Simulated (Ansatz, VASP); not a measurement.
# PbI2 in VASP and in Ansatz

INCAR

```
SYSTEM = PbI2
PREC = Accurate
ENCUT = 500
EDIFF = 1E-6
ISMEAR = 0
SIGMA = 0.01
LREAL = .False.
LASPH = .True.
NELM = 200
ALGO = Normal
ISIF = 2
LWAVE = .False.
LCHARG = .False.
MAGMOM = 0 0 0 0 0 0 0 0 0
LORBIT = 11
LSORBIT = .True.
GGA_COMPAT = .False.
LORBMOM = .True.
GGA = PS
NBANDS = 41
```

The input KPOINTS:

```
Automatic mesh
0
Gamma
  6 6 4
  0 0 0
```

Contents of POSCAR:

```
PbI2
1.0
    4.5451946160      0.0000000000      0.0000000000
   -2.2725973080      3.9362540026      0.0000000000
    0.0000000000      0.0000000000      7.0652916297
Pb I
1 2
Direct
    0.0000000000      0.0000000000      0.0000000000
    0.3333333333      0.6666666667      0.2632474854
    0.6666666667      0.3333333333      0.7367525146
```

Input for Ansatz:

```yaml
crystal:
  lattice:
    - [4.54519461601, 0.0, 0.0]
    - [-2.272597308, 3.93625400261, 0.0]
    - [0.0, 0.0, 7.0652916297]
  atoms:
    - { symbol: Pb, position: [0.0, 0.0, 0.0] }
    - { symbol: I, position: [0.333333333333, 0.666666666667, 0.263247485427] }
    - { symbol: I, position: [0.666666666667, 0.333333333333, 0.736752514573] }
kpoints:
  mp_grid: { grid: [6, 6, 4] }
scf:
  occupations: { method: fixed }
hamiltonian:
  xc: pbesol
  pseudopotentials: { kind: paw_fr }
magnetization:
  noncollinear: true
  spin_orbit: true
output:
  forces: true
  stress: true
  eigenvalues: true
  eigenstates:
    nscf_kmesh: { grid: [8, 8, 4] }
    de_dk: true
    e_range: [-9, 12.15444528479]
checkpoint:
  write: ck
  write_wavefunctions: false
```

Alike in both runs: task single point; functional PBEsol; k mesh 6 × 6 × 4; non-collinear spin, spin-orbit coupling.

|  | VASP | Ansatz |
| --- | --- | --- |
| version | VASP 6.6.1 | Ansatz 0.2.0 |
| potentials or method | VASP PAW PBE potentials, release 64 (Pb_d, I) | PAW with Ansatz's default frozen-core files, fully relativistic files with spin-orbit coupling |
| plane-wave cutoff (eV) | 500 | 420 |
| occupations | gaussian, width 0.01 eV | fixed |
| valence electrons in the cell | 28 | 48 |

|  | VASP | Ansatz | Ansatz less VASP |
| --- | --- | --- | --- |
| pressure (GPa) | 0.0 | 0.0 | -0.03 |
| traceless stress, the component that is largest in VASP (GPa) | 0.08 | 0.10 | +0.010 |
| rms of the force components (eV/Å) | 0.013 | 0.011 | -0.0015 |

VASP's potentials were made for PBE, not for PBEsol. Atom by atom the forces differ by 0.001 eV/Å (rms over components). VASP's potentials hold 28 valence electrons a cell and Ansatz's 48, so a difference there can come from the potentials and not from the codes.
